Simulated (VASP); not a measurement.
# MoN2 (P4/mbm) in VASP: notebook, part 2 of 2

VASP 6.6.1.

## (5) Single point, PBE

This run uses another cell than the first one, of 8.72 Å³/atom, 1.063 times its volume.

Contents of INCAR:

```
  PREC = Accurate
  ENCUT = 520
  EDIFF = 1E-7
  ISMEAR = -1
  SIGMA = 0.05
  LREAL = F
  LASPH = T
  NELM = 80
  ALGO = Normal
  ISIF = 2
  LWAVE = F
  LCHARG = T
  GGA = PE
  LELF = T
  LVHAR = T
  NBANDS = 33
```

Contents of KPOINTS:

```
regular mesh
0
Gamma
  6 6 10
```

Contents of POSCAR:

```
MoN2
1.0
    4.3480530000      0.0000000000      0.0000000000
    0.0000000000      4.3480530000      0.0000000000
    0.0000000000      0.0000000000      2.7674600000
Mo N
2 4
Direct
    0.0000000000      0.0000000000      0.0000000000
    0.5000000000      0.5000000000      0.0000000000
    0.6116470000      0.8883530000      0.5000000000
    0.3883530000      0.1116470000      0.5000000000
    0.1116470000      0.6116470000      0.5000000000
    0.8883530000      0.3883530000      0.5000000000
```

Launch:

```
$ cat potpaw_PBE.64/Mo_sv/POTCAR potpaw_PBE.64/N/POTCAR > POTCAR
$ mpirun -np 1 vasp_std > vasp.out
```

Wall time 70 s (1 thread of Intel Xeon Platinum 8375C at 2.90GHz (Ice Lake), shared host); peak memory 0.21 GiB.

The run converged. Its results:

| Quantity | Value |
| --- | --- |
| Free energy | -54.7044 eV |
| Pressure | -3.3 GPa |
| Largest force | 0.154 eV/Å |
| Band gap on the k mesh | zero (band 24 reaches 13.51 eV, above the bottom of band 25 at 11.56 eV) |

Forces on the atoms (eV/Å):
```
Mo   0.000  0.000  0.000
Mo   0.000  0.000  0.000
N    0.109 -0.109  0.000
N   -0.109  0.109  0.000
N    0.109  0.109  0.000
N   -0.109 -0.109  0.000
```

Stress tensor (GPa, compression positive):
```
-2.78  0.00  0.00
 0.00 -2.78  0.00
 0.00  0.00 -4.40
```

Levels at points of the mesh, in eV from the Fermi level:
```csv
k point,band 21,band 22,band 23,band 24,band 25,band 26,band 27,band 28
"(0.00, 0.00, 0.00)",-2.99,-2.99,-2.26,-1.81,0.58,0.58,1.00,1.69
"(0.50, 0.00, 0.00)",-1.99,-1.99,-1.17,-1.17,-0.41,-0.41,2.13,2.13
"(0.50, 0.50, 0.00)",-0.82,-0.82,0.50,0.50,0.52,0.52,0.98,0.98
"(0.00, 0.00, 0.50)",-2.00,-2.00,0.72,1.07,2.06,2.13,2.30,2.30
"(0.50, 0.00, 0.50)",-2.51,-2.51,-1.04,-1.04,2.41,2.41,2.94,2.94
"(0.50, 0.50, 0.50)",-5.10,-5.10,-1.34,-1.34,2.38,2.38,3.27,3.27
```

## (6) Relaxation of cell and atoms, PBE

This run uses another cell than the first one, of 8.72 Å³/atom, 1.063 times its volume.

Contents of INCAR:

```
ALGO = Normal
EDIFF = 1E-7
EDIFFG = -0.01
ENCUT = 600
GGA = PE
IBRION = 2
ISIF = 3
ISMEAR = -1
LASPH = True
LCHARG = False
LREAL = False
LWAVE = False
NELM = 80
NSW = 60
PREC = Accurate
SIGMA = 0.05
```

Contents of KPOINTS:

```
k-points
0
Gamma
  6 6 10
```

POSCAR is that of step 5.

Potentials or basis: VASP PAW PBE potentials, release 64 (Mo_sv, N).

Launch:

```
$ cat potpaw_PBE.64/Mo_sv/POTCAR potpaw_PBE.64/N/POTCAR > POTCAR
$ mpirun -np 1 vasp_std > vasp.out
```

OUTCAR:

```text
EDIFF = 1E-7
   EDIFFG = -0.01
   ENCUT = 600
   GGA = PE
   IBRION = 2
   ISIF = 3
   ISMEAR = -1
   LASPH = True
   LREAL = False
   NELM = 80
   NSW = 60
   PREC = Accurate

 ion  position               nearest neighbor table
   1  0.000  0.000  0.000-   3 2.24   4 2.24   5 2.24   6 2.24   3 2.24   4 2.24   5 2.24   6 2.24
                             2 3.07   2 3.07   2 3.07   2 3.07
   2  0.500  0.500  0.000-   3 2.24   4 2.24   5 2.24   6 2.24   3 2.24   4 2.24   5 2.24   6 2.24
                             1 3.07   1 3.07   1 3.07   1 3.07
   3  0.612  0.888  0.500-   4 1.37   2 2.24   1 2.24   1 2.24   2 2.24
   4  0.388  0.112  0.500-   3 1.37   2 2.24   1 2.24   1 2.24   2 2.24
   5  0.112  0.612  0.500-   6 1.37   2 2.24   1 2.24   1 2.24   2 2.24
   6  0.888  0.388  0.500-   5 1.37   2 2.24   1 2.24   1 2.24   2 2.24

  LATTYP: Found a simple tetragonal cell.
 ALAT       =     4.3480530000
 C/A-ratio  =     0.6364825820

  Lattice vectors:

 A1 = (   4.3480530000,   0.0000000000,   0.0000000000)
 A2 = (   0.0000000000,   4.3480530000,   0.0000000000)
 A3 = (   0.0000000000,   0.0000000000,   2.7674600000)

Analysis of symmetry for initial positions (statically):
=====================================================================
 Subroutine PRICEL returns:
 Original cell was already a primitive cell.

 Routine SETGRP: Setting up the symmetry group for a
 simple tetragonal supercell.

 Subroutine GETGRP returns: Found 16 space group operations
 (whereof  8 operations were pure point group operations)
 out of a pool of 16 trial point group operations.

The static configuration has the point symmetry C_4h.
 The point group associated with its full space group is D_4h.

Analysis of symmetry for dynamics (positions and initial velocities):
=====================================================================
 Subroutine PRICEL returns:
 Original cell was already a primitive cell.

 Routine SETGRP: Setting up the symmetry group for a
 simple tetragonal supercell.

 Subroutine GETGRP returns: Found 16 space group operations
 (whereof  8 operations were pure point group operations)
 out of a pool of 16 trial point group operations.

The dynamic configuration has the point symmetry C_4h.
 The point group associated with its full space group is D_4h.

 Subroutine INISYM returns: Found 16 space group operations
 (whereof  8 operations are pure point group operations),
 and found     1 'primitive' translations

----------------------------------------------------------------------------------------

                                     Primitive cell

  volume of cell :      52.3204

  direct lattice vectors                    reciprocal lattice vectors
     4.348053000  0.000000000  0.000000000     0.229987997  0.000000000  0.000000000
     0.000000000  4.348053000  0.000000000     0.000000000  0.229987997  0.000000000
     0.000000000  0.000000000  2.767460000     0.000000000  0.000000000  0.361342169

  length of vectors
     4.348053000  4.348053000  2.767460000     0.229987997  0.229987997  0.361342169

  position of ions in fractional coordinates (direct lattice)
     0.000000000  0.000000000  0.000000000
     0.500000000  0.500000000  0.000000000
     0.611647000  0.888353000  0.500000000
     0.388353000  0.111647000  0.500000000
[... 41 lines left out ...]
  0.166667  0.000000  0.000000      4.000000
  0.333333  0.000000  0.000000      4.000000
  0.500000  0.000000  0.000000      2.000000
  0.166667  0.166667  0.000000      4.000000
  0.333333  0.166667  0.000000      8.000000
[... 16 lines left out ...]
  0.333333  0.000000  0.200000      8.000000
  0.500000  0.000000  0.200000      4.000000
 [... further k-points ...]
   k-points           NKPTS =     60   k-points in BZ     NKDIM =     60   number of bands    NBANDS=     28
   number of dos      NEDOS =    301   number of ions     NIONS =      6
   total plane-waves  NPLWV =  31104
   dimension x,y,z NGX =    36 NGY =   36 NGZ =   24
   dimension x,y,z NGXF=    72 NGYF=   72 NGZF=   48
   ions per type =               2   4
   NGX,Y,Z   is equivalent  to a cutoff of  13.76, 13.76, 14.42 a.u.
   NGXF,Y,Z  is equivalent  to a cutoff of  27.53, 27.53, 28.83 a.u.
 SYSTEM =  unknown system
   PREC   = accura    normal or accurate (medium, high low for compatibility)
   ISTART =      0    job   : 0-new  1-cont  2-samecut
   ICHARG =      2    charge: 1-file 2-atom 10-const
   ISPIN  =      1    spin polarized calculation?
   LNONCOLLINEAR =      F non collinear calculations
   LSORBIT =      F    spin-orbit coupling
   LASPH  =      T    aspherical Exc in radial PAW
   ENCUT  =  600.0 eV  44.10 Ry    6.64 a.u.   8.68  8.68  5.53*2*pi/ulx,y,z
   NELM   =     80;   NELMIN=  2; NELMDL= -5     # of ELM steps
   EDIFF  = 0.1E-06   stopping-criterion for ELM
   LREAL  =      F    real-space projection
   EDIFFG = -.1E-01   stopping-criterion for IOM
   NSW    =     60    number of steps for IOM
   IBRION =      2    ionic relax: 0-MD 1-quasi-New 2-CG
   NFREE  =      1    steps in history (QN), initial steepest desc. (CG)
   ISIF   =      3    stress and relaxation
   ISYM   =      2    0-nonsym 1-usesym 2-fastsym
   POTIM  = 0.5000    time-step for ionic-motion
   TEBEG  =    0.0;   TEEND  =   0.0 temperature during run
   PSTRESS=    0.0 pullay stress
   NELECT =      48.0000    total number of electrons
   NUPDOWN=      -1.0000    fix difference up-down
   EMIN   =  10.00;   EMAX   =-10.00  energy-range for DOS
   EFERMI =   0.00;   METHOD = LEGACY
   ISMEAR =    -1;   SIGMA  =   0.05  broadening in eV -4-tet -1-fermi 0-gaus
   EFERMI_NEDOS =   21; number of points for ismear=-14 and -15
   IALGO  =     38    algorithm
   IMIX   =      4    mixing-type and parameters
     AMIX     =   0.40;   BMIX     =  1.00
     AMIX_MAG =   1.60;   BMIX_MAG =  1.00
  volume/ion in A,a.u.               =       8.72        58.85
  Fermi-wavevector in a.u.,A,eV,Ry     =   1.590736  3.006056 34.428761  2.530443
  Thomas-Fermi vector in A             =   2.689385
   LORBIT       =      0    0 simple, 1 ext, 2 COOP (PROOUT), +10 PAW based schemes
   GGA     = PE    functional components
   LHFCALC =     F    Hartree Fock is set to
   AEXX    =    0.0000 exact exchange contribution
   IVDW    =     0    specifies the selected vdW correction
   LEPSILON=     F    determine dielectric tensor
   LRPA    =     F    only Hartree local field effects (RPA)
 conjugate gradient relaxation of ions
 non-spin polarized calculation
  energy-cutoff  :      600.00
  volume of cell :       52.32
 maximum number of plane-waves:      1779
 NGX is ok and might be reduce to    36
   NGX = 17   NGY = 17   NGZ = 11

--------------------------------------- Ionic step        1  -------------------------------------------

 number of electron      47.9999993 magnetization

 Free energy of the ion-electron system (eV)
  ---------------------------------------------------
  ext. energy  EPLUGINS =         0.00000000
  ---------------------------------------------------
  free energy    TOTEN  =       -54.71348280 eV

  energy without entropy =      -54.69373235  energy(sigma->0) =      -54.70360758

------------------------ aborting loop because EDIFF is reached ----------------------------------------

  FORCE on cell =-STRESS in cart. coord.  units (eV):
  Direction    XX          YY          ZZ          XY          YZ          ZX
  --------------------------------------------------------------------------------------
  -------------------------------------------------------------------------------------
  Total       -1.0033108     -1.0033108     -1.5219413      0.0000000     -0.0000000      0.0000000
  in kB      -30.7238107    -30.7238107    -46.6055315      0.0000000     -0.0000000      0.0000000
  external PRESSURE =     -36.0177176 kB  Pullay stress =       0.0000000 kB
[... 147 lines left out ...]
--------------------------------------- Ionic step        5  -------------------------------------------

 number of electron      47.9999996 magnetization

 Free energy of the ion-electron system (eV)
  ---------------------------------------------------
  ext. energy  EPLUGINS =         0.00000000
  ---------------------------------------------------
  free energy    TOTEN  =       -54.72235292 eV

  energy without entropy =      -54.70285404  energy(sigma->0) =      -54.71260348

 E-fermi :  12.2539     XC(G=0): -13.7315

 val. band max:       12.2406957030   @ k =   0.1667   0.0000   0.3000
 cond. band min:      12.2558238988   @ k =   0.1667   0.1667   0.3000
 fundamental gap:      0.0151281958
 Fermi energy:        12.2538624008

 k-point     1 :       0.0000    0.0000    0.0000
  band No.  band energies     occupation
      1     -49.8176      2.00000
      2     -49.7560      2.00000
      3     -24.0055      2.00000
      4     -24.0055      2.00000
      5     -23.6619      2.00000
      6     -23.6619      2.00000
[... 733 lines left out ...]
     27      14.1699      0.00000
     28      14.1699      0.00000

 [... further k-points ...]
[... 5 lines left out ...]
  --------------------------------------------------------------------------------------
  -------------------------------------------------------------------------------------
  Total       -0.0039514     -0.0039514     -0.0061880      0.0000000      0.0000000      0.0000000
  in kB       -0.1224459     -0.1224459     -0.1917560      0.0000000      0.0000000      0.0000000
  external PRESSURE =      -0.1455493 kB  Pullay stress =       0.0000000 kB
[... 21 lines left out ...]
  FREE ENERGIE OF THE ION-ELECTRON SYSTEM (eV)
  ---------------------------------------------------
  free  energy   TOTEN  =       -54.7223529217 eV

  energy  without entropy=      -54.7028540406  energy(sigma->0) =      -54.71260348

 reached required accuracy - stopping structural energy minimisation
```

OSZICAR:

```text
N       E                     dE             d eps       ncg     rms          rms(c)
DAV:   1     0.488184209652E+03    0.48818E+03   -0.30682E+04  3360   0.199E+03
DAV:   2    -0.249125318336E+02   -0.51310E+03   -0.49416E+03  3736   0.536E+02
[... 48 lines left out ...]
DAV:   2    -0.547224144805E+02   -0.61539E-04   -0.32941E-03  4148   0.385E-01    0.678E-02
DAV:   3    -0.547223664441E+02    0.48036E-04   -0.21976E-04  4068   0.808E-02    0.354E-02
DAV:   4    -0.547223517860E+02    0.14658E-04   -0.50955E-05  3752   0.597E-02    0.119E-02
DAV:   5    -0.547223523930E+02   -0.60701E-06   -0.52738E-06  3788   0.158E-02    0.578E-03
DAV:   6    -0.547223529028E+02   -0.50974E-06   -0.56265E-07  3596   0.443E-03    0.778E-04
DAV:   7    -0.547223529217E+02   -0.18942E-07   -0.33848E-08  1896   0.146E-03
   5 F= -.54722353E+02 E0= -.54712603E+02  d E =-.221389E-03
```

CONTCAR:

```text
MoN2
   1.00000000000000
     4.3340158604884609    0.0000000000000000    0.0000000000000000
     0.0000000000000000    4.3340158604884609    0.0000000000000000
     0.0000000000000000   -0.0000000000000000    2.7525419517610166
  Mo              N
     2     4
Direct
     0.0000000000000000    0.0000000000000000    0.0000000000000000
     0.5000000000000000    0.5000000000000000    0.0000000000000000
     0.6123839249870940    0.8876160750129060    0.5000000000000000
     0.3876160750129061    0.1123839249870939    0.5000000000000000
     0.1123839249870939    0.6123839249870940    0.5000000000000000
     0.8876160750129060    0.3876160750129061    0.5000000000000000

  0.00000000E+00  0.00000000E+00  0.00000000E+00
  0.00000000E+00  0.00000000E+00  0.00000000E+00
  0.00000000E+00  0.00000000E+00  0.00000000E+00
  0.00000000E+00  0.00000000E+00  0.00000000E+00
  0.00000000E+00  0.00000000E+00  0.00000000E+00
  0.00000000E+00  0.00000000E+00  0.00000000E+00
```

Run time: 4.6 min. Hardware: 1 thread of Intel Xeon Platinum 8375C at 2.90GHz (Ice Lake), shared host; peak memory 0.24 GiB.

Results:

- Free energy: -54.7224 eV
- Relaxed volume: 8.62 Å³/atom
- Relaxed cell: a = 4.334 Å, b = 4.334 Å, c = 2.753 Å, α = 90.00°, β = 90.00°, γ = 90.00°
- Space group after relaxing (to 0.05 Å): P4/mbm (No. 127)
- Energy gained by relaxing: 1.5 meV/atom
- Ionic steps: 5
- Pressure after relaxing: 0.0 GPa
- Band gap on the k mesh: zero (band 24 reaches 13.76 eV, above the bottom of band 25 at 11.73 eV)

Step by step:
```csv
step,energy change (eV),largest force (eV/Å),pressure (GPa),volume (Å³)
1,0.0000,0.1572,-3.60,52.32
2,0.0067,0.0486,5.74,50.85
3,-0.0086,0.0741,0.26,51.68
4,-0.0083,0.1168,-0.45,51.74
5,-0.0089,0.0002,-0.01,51.70
```

Final structure:
```
Mo N
1.0
     4.33402    0.00000    0.00000
     0.00000    4.33402    0.00000
     0.00000    0.00000    2.75254
Mo N
2 4
Direct
  0.00000 0.00000 0.00000
  0.50000 0.50000 0.00000
  0.61238 0.88762 0.50000
  0.38762 0.11238 0.50000
  0.11238 0.61238 0.50000
  0.88762 0.38762 0.50000
```

Levels at points of the mesh, in eV from the Fermi level:
```csv
k point,band 20,band 21,band 22,band 23,band 24,band 25,band 26,band 27,band 28
"(0.00, 0.00, 0.00)",-3.87,-3.04,-3.04,-2.32,-1.78,0.61,0.61,0.99,1.71
"(0.50, 0.00, 0.00)",-4.30,-2.03,-2.03,-1.19,-1.19,-0.42,-0.42,2.20,2.20
"(0.50, 0.50, 0.00)",-3.80,-0.87,-0.87,0.49,0.49,0.50,0.50,1.00,1.00
"(0.00, 0.00, 0.50)",-2.74,-2.06,-2.06,0.73,1.04,2.09,2.22,2.38,2.38
"(0.50, 0.00, 0.50)",-4.29,-2.53,-2.53,-1.06,-1.06,2.49,2.49,3.04,3.04
"(0.50, 0.50, 0.50)",-5.32,-5.21,-5.21,-1.35,-1.35,2.42,2.42,3.36,3.36
```

## (7) The runs side by side

| task | level | potentials or basis | cell | cutoff (eV) | gap on the mesh (eV) | pressure (GPa) | largest force (eV/Å) |
| --- | --- | --- | --- | --- | --- | --- | --- |
| single point | LDA | VASP PAW LDA potentials, release 64 (Mo_sv, N) | a = 4.264, b = 4.264, c = 2.708 Å, 6 atoms | 520 | none | 1.8 | 0.18 |
| single point | LDA | VASP PAW LDA potentials, release 64 (Mo_sv, N) | a = 4.348, b = 4.348, c = 2.767 Å, 6 atoms | 520 | none | -19.6 | 0.03 |
| single point | PBEsol | VASP PAW PBE potentials, release 64 (Mo_sv, N) | a = 4.348, b = 4.348, c = 2.767 Å, 6 atoms | 520 | none | -13.5 | 0.16 |
| single point | PBE | VASP PAW PBE potentials, release 64 (Mo_sv, N) | a = 4.348, b = 4.348, c = 2.767 Å, 6 atoms | 520 | none | -3.3 | 0.15 |
| relaxation of cell and atoms | PBE | VASP PAW PBE potentials, release 64 (Mo_sv, N) | relaxed from a = 4.348, b = 4.348, c = 2.767 Å, 6 atoms | 600 | none | 0.0 | - |

Alike in all rows: no spin polarisation; k mesh 6 × 6 × 10; smearing fermi-dirac 0.05 eV.

Caveats: the PAW data sets were made with another functional, which shifts forces and pressure a little (some runs).

Total energies depend on the potentials used, so only differences within one code and one set of settings carry meaning.
